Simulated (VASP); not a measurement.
# Rh (Fm-3m) in VASP: further runs, part 2 of 2

VASP 6.6.1. The steps go on from the part before.

## 3. Single point, LDA

INCAR

```
PREC = Accurate
ENCUT = 520
EDIFF = 1E-7
ISMEAR = -1
SIGMA = 0.05
LREAL = F
LASPH = T
NELM = 100
ALGO = Normal
ISIF = 2
LWAVE = F
LCHARG = F
GGA = CA
NBANDS = 14
```

KPOINTS

```
regular mesh
0
Gamma
  7 7 7
```

POSCAR

```
Rh
1.0
    0.0000000000      1.8978500000      1.8978500000
    1.8978500000      0.0000000000      1.8978500000
    1.8978500000      1.8978500000      0.0000000000
Rh
1
Direct
    0.0000000000      0.0000000000      0.0000000000
```

Potentials or basis: VASP PAW LDA potentials, release 64 (Rh_pv).

Command:

```
$ cat potpaw_LDA.64/Rh_pv/POTCAR > POTCAR
$ mpirun -np 1 vasp_std > vasp.out
```

OUTCAR:

```text
PREC = Accurate
   ENCUT = 520
   EDIFF = 1E-7
   ISMEAR = -1
   LREAL = F
   LASPH = T
   NELM = 100
   ISIF = 2
   GGA = CA

 ion  position               nearest neighbor table
   1  0.000  0.000  0.000-

  LATTYP: Found a face centered cubic cell.
 ALAT       =     3.7957000000

  Lattice vectors:

 A1 = (   0.0000000000,   1.8978500000,   1.8978500000)
 A2 = (   1.8978500000,   0.0000000000,   1.8978500000)
 A3 = (   1.8978500000,   1.8978500000,   0.0000000000)

Analysis of symmetry for initial positions (statically):
[... 33 lines left out ...]
                                     Primitive cell

  volume of cell :      13.6715

  direct lattice vectors                    reciprocal lattice vectors
     0.000000000  1.897850000  1.897850000    -0.263456016  0.263456016  0.263456016
     1.897850000  0.000000000  1.897850000     0.263456016 -0.263456016  0.263456016
     1.897850000  1.897850000  0.000000000     0.263456016  0.263456016 -0.263456016

  length of vectors
     2.683965209  2.683965209  2.683965209     0.456319205  0.456319205  0.456319205

  position of ions in fractional coordinates (direct lattice)
     0.000000000  0.000000000  0.000000000

  ion indices of the primitive-cell ions
   primitive index   ion index
                 1           1

----------------------------------------------------------------------------------------

 KPOINTS: regular mesh

Automatic generation of k-mesh.
 Grid dimensions read from file:
 generate k-points for:    7    7    7

 Generating k-lattice:

  Cartesian coordinates                     Fractional coordinates (reciprocal lattice)
    -0.037636574  0.037636574  0.037636574     0.142857143  0.000000000  0.000000000
     0.037636574 -0.037636574  0.037636574     0.000000000  0.142857143  0.000000000
     0.037636574  0.037636574 -0.037636574     0.000000000  0.000000000  0.142857143

  Length of vectors
     0.065188458  0.065188458  0.065188458

  Shift w.r.t. Gamma in fractional coordinates (k-lattice)
     0.000000000  0.000000000  0.000000000

[... 70 lines left out ...]
   GGA     = CA    functional components
   LHFCALC =     F    Hartree Fock is set to
   AEXX    =    0.0000 exact exchange contribution
   IVDW    =     0    specifies the selected vdW correction
   LEPSILON=     F    determine dielectric tensor
   LRPA    =     F    only Hartree local field effects (RPA)
 non-spin polarized calculation
  energy-cutoff  :      520.00
  volume of cell :       13.67
 maximum number of plane-waves:       378
   NGX =  9   NGY =  9   NGZ =  9

 number of electron      15.0000007 magnetization

 Free energy of the ion-electron system (eV)
  ---------------------------------------------------
  ext. energy  EPLUGINS =         0.00000000
  ---------------------------------------------------
  free energy    TOTEN  =        -8.73758371 eV

  energy without entropy =       -8.73065451  energy(sigma->0) =       -8.73411911

 E-fermi :  11.8420     XC(G=0): -14.3911

 val. band max:       11.7605341565   @ k =   0.4286   0.0000   0.0000
 cond. band min:      11.8588242240   @ k =  -0.4286   0.4286   0.0000
 fundamental gap:      0.0982900676
 Fermi energy:        11.8419612352

 k-point     1 :       0.0000    0.0000    0.0000
  band No.  band energies     occupation
      1     -34.3949      2.00000
      2     -34.3949      2.00000
      3     -34.3949      2.00000
      4       3.7428      2.00000
      5       8.6514      2.00000
      6       8.6514      2.00000
      7       8.6514      2.00000
      8      10.8052      2.00000
      9      10.8052      2.00000
     10      27.7538      0.00000
     11      32.0846      0.00000
     12      33.2035      0.00000
     13      33.2035      0.00000
     14      33.2035      0.00000
[... 309 lines left out ...]
      1     -34.9243      2.00000
      2     -34.8784      2.00000
      3     -34.6431      2.00000
      4       6.7312      2.00000
      5       7.4345      2.00000
      6       8.5373      2.00000
      7      10.6594      2.00000
      8      12.4458      0.00001
      9      20.2067      0.00000
     10      20.9977      0.00000
     11      23.6938      0.00000
     12      26.3707      0.00000
     13      32.0861      0.00000
     14      35.4374      0.00000

------------------------ aborting loop because EDIFF is reached ----------------------------------------

  FORCE on cell =-STRESS in cart. coord.  units (eV):
  Direction    XX          YY          ZZ          XY          YZ          ZX
  --------------------------------------------------------------------------------------
  -------------------------------------------------------------------------------------
  Total       -0.8751257     -0.8751257     -0.8751257      0.0000000      0.0000000      0.0000000
  in kB     -102.5570123   -102.5570123   -102.5570123      0.0000000      0.0000000      0.0000000
  external PRESSURE =    -102.5570123 kB  Pullay stress =       0.0000000 kB

 VOLUME and BASIS-vectors are now :
 -----------------------------------------------------------------------------
  energy-cutoff  :      520.00
  volume of cell :       13.67
      direct lattice vectors                 reciprocal lattice vectors
     0.000000000  1.897850000  1.897850000    -0.263456016  0.263456016  0.263456016
     1.897850000  0.000000000  1.897850000     0.263456016 -0.263456016  0.263456016
     1.897850000  1.897850000  0.000000000     0.263456016  0.263456016 -0.263456016

 POSITION                                       TOTAL-FORCE (eV/Angst)
 -----------------------------------------------------------------------------------
      0.00000      0.00000      0.00000         0.000000     -0.000000     -0.000000
 -----------------------------------------------------------------------------------
    total drift:                               -0.000000     -0.000000     -0.000000

  FREE ENERGIE OF THE ION-ELECTRON SYSTEM (eV)
  ---------------------------------------------------
  free  energy   TOTEN  =        -8.7375837142 eV

  energy  without entropy=       -8.7306545122  energy(sigma->0) =       -8.73411911
```

Run time: 1.8 s. Hardware: 1 thread of AMD EPYC 9R45 (Zen 5), shared host; peak memory 0.08 GiB.

What came out:

```
Free energy : -8.7376 eV
Pressure    : -10.3 GPa
```

Levels at points of the mesh, in eV from the Fermi level:
```csv
k point,band 5,band 6,band 7,band 8,band 9,band 10
"(0.00, 0.00, 0.00)",-3.19,-3.19,-3.19,-1.04,-1.04,15.91
```

Caveat: the k points lie up to 0.41 Å⁻¹ apart.

## 4. Single point, PBEsol

INCAR

```
ALGO = Normal
EDIFF = 1E-6
ENCUT = 520
GGA = PS
ISIF = 2
ISMEAR = -1
LASPH = T
LCHARG = F
LREAL = F
LWAVE = F
NBANDS = 14
NELM = 100
PREC = Accurate
SIGMA = 0.05
```

KPOINTS

```
k-points
0
Gamma
  7 7 7
```

POSCAR is that of step 3.

Potentials or basis: VASP PAW PBE potentials, release 64 (Rh_pv).

Command:

```
$ cat potpaw_PBE.64/Rh_pv/POTCAR > POTCAR
$ mpirun -np 1 vasp_std > vasp.out
```

OUTCAR:

```text
EDIFF = 1E-6
   ENCUT = 520
   GGA = PS
   ISIF = 2
   ISMEAR = -1
   LASPH = T
   LREAL = F
   NELM = 100
   PREC = Accurate

 ion  position               nearest neighbor table
   1  0.000  0.000  0.000-

  LATTYP: Found a face centered cubic cell.
 ALAT       =     3.7957000000

  Lattice vectors:

 A1 = (   0.0000000000,   1.8978500000,   1.8978500000)
 A2 = (   1.8978500000,   0.0000000000,   1.8978500000)
 A3 = (   1.8978500000,   1.8978500000,   0.0000000000)
[... 510 lines left out ...]
     12      26.3950      0.00000
     13      32.1450      0.00000
     14      35.4826      0.00000

------------------------ aborting loop because EDIFF is reached ----------------------------------------

  FORCE on cell =-STRESS in cart. coord.  units (eV):
  Direction    XX          YY          ZZ          XY          YZ          ZX
  --------------------------------------------------------------------------------------
  -------------------------------------------------------------------------------------
  Total       -0.4299067     -0.4299067     -0.4299067     -0.0000000      0.0000000     -0.0000000
  in kB      -50.3812798    -50.3812798    -50.3812798     -0.0000000      0.0000000     -0.0000000
  external PRESSURE =     -50.3812798 kB  Pullay stress =       0.0000000 kB

 VOLUME and BASIS-vectors are now :
 -----------------------------------------------------------------------------
  energy-cutoff  :      520.00
  volume of cell :       13.67
      direct lattice vectors                 reciprocal lattice vectors
     0.000000000  1.897850000  1.897850000    -0.263456016  0.263456016  0.263456016
     1.897850000  0.000000000  1.897850000     0.263456016 -0.263456016  0.263456016
     1.897850000  1.897850000  0.000000000     0.263456016  0.263456016 -0.263456016

 POSITION                                       TOTAL-FORCE (eV/Angst)
 -----------------------------------------------------------------------------------
      0.00000      0.00000      0.00000         0.000000      0.000000      0.000000
 -----------------------------------------------------------------------------------
    total drift:                               -0.000000     -0.000000     -0.000000

  FREE ENERGIE OF THE ION-ELECTRON SYSTEM (eV)
  ---------------------------------------------------
  free  energy   TOTEN  =        -8.2020752014 eV

  energy  without entropy=       -8.1957504575  energy(sigma->0) =       -8.19891283
```

OSZICAR:

```text
N       E                     dE             d eps       ncg     rms          rms(c)
DAV:   1     0.118306931408E+03    0.11831E+03   -0.87535E+03   560   0.115E+03
DAV:   2    -0.723131209406E+01   -0.12554E+03   -0.11940E+03   608   0.341E+02
DAV:   3    -0.884496143694E+01   -0.16136E+01   -0.16118E+01   662   0.422E+01
DAV:   4    -0.885078989702E+01   -0.58285E-02   -0.58284E-02   644   0.263E+00
DAV:   5    -0.885083729859E+01   -0.47402E-04   -0.47401E-04   644   0.208E-01    0.111E+01
DAV:   6    -0.823272065718E+01    0.61812E+00   -0.98957E-01   596   0.139E+01    0.334E+00
DAV:   7    -0.820715057424E+01    0.25570E-01   -0.26714E-02   650   0.206E+00    0.146E+00
DAV:   8    -0.820238561802E+01    0.47650E-02   -0.57855E-03   572   0.105E+00    0.236E-01
DAV:   9    -0.820207000034E+01    0.31562E-03   -0.31059E-04   626   0.250E-01    0.260E-02
DAV:  10    -0.820207469197E+01   -0.46916E-05   -0.32567E-06   608   0.190E-02    0.814E-03
DAV:  11    -0.820207520136E+01   -0.50939E-06   -0.18559E-07   334   0.606E-03
   1 F= -.82020752E+01 E0= -.81989128E+01  d E =-.632474E-02
```

stdout:

```text
POSCAR found type information on POSCAR Rh
 POSCAR found :  1 types and       1 ions
 scaLAPACK will be used
 -----------------------------------------------------------------------------
|                                                                             |
|                                                                             |
|     You enforced a specific xc type in the INCAR file but a different       |
|     I HOPE YOU KNOW WHAT YOU ARE DOING!                                     |
|                                                                             |
 -----------------------------------------------------------------------------

 LDA part: xc-table for (Slater+PW92), standard interpolation
 POSCAR, INCAR and KPOINTS ok, starting setup
 FFT: planning ... GRIDC
 FFT: planning ... GRID_SOFT
 FFT: planning ... GRID
 WAVECAR not read
 entering main loop
```

Run time: 2 s. Hardware: 1 thread of AMD EPYC 9R45 (Zen 5), shared host; peak memory 0.09 GiB.

Results:

| Quantity | Value |
| --- | --- |
| Free energy | -8.2021 eV |
| Pressure | -5.0 GPa |

Caveat: the k points lie up to 0.41 Å⁻¹ apart; the PAW data sets were made with another functional, which shifts forces and pressure a little.

## 5. Summary

```csv
task,level,potentials or basis,cell,k mesh,cutoff (eV),gap on the mesh (eV),pressure (GPa)
relaxation of cell and atoms,PBEsol+D4,"VASP PAW PBE potentials, release 64 (Rh_pv)",relaxed,12 × 12 × 12,600,none,-0.1
single point,LDA,"VASP PAW LDA potentials, release 64 (Rh_pv)",as given,7 × 7 × 7,520,none,-10.3
single point,PBEsol,"VASP PAW PBE potentials, release 64 (Rh_pv)",as given,7 × 7 × 7,520,none,-5.0
```

Alike in all rows: no spin polarisation; smearing fermi-dirac 0.05 eV.

Caveats: some runs use coarse meshes; the PAW data sets were made with another functional, which shifts forces and pressure a little (some runs); pairwise dispersion overbinds metals, which lowers pressure and volume (some runs).

Total energies depend on the potentials used, so only differences within one code and one set of settings carry meaning.
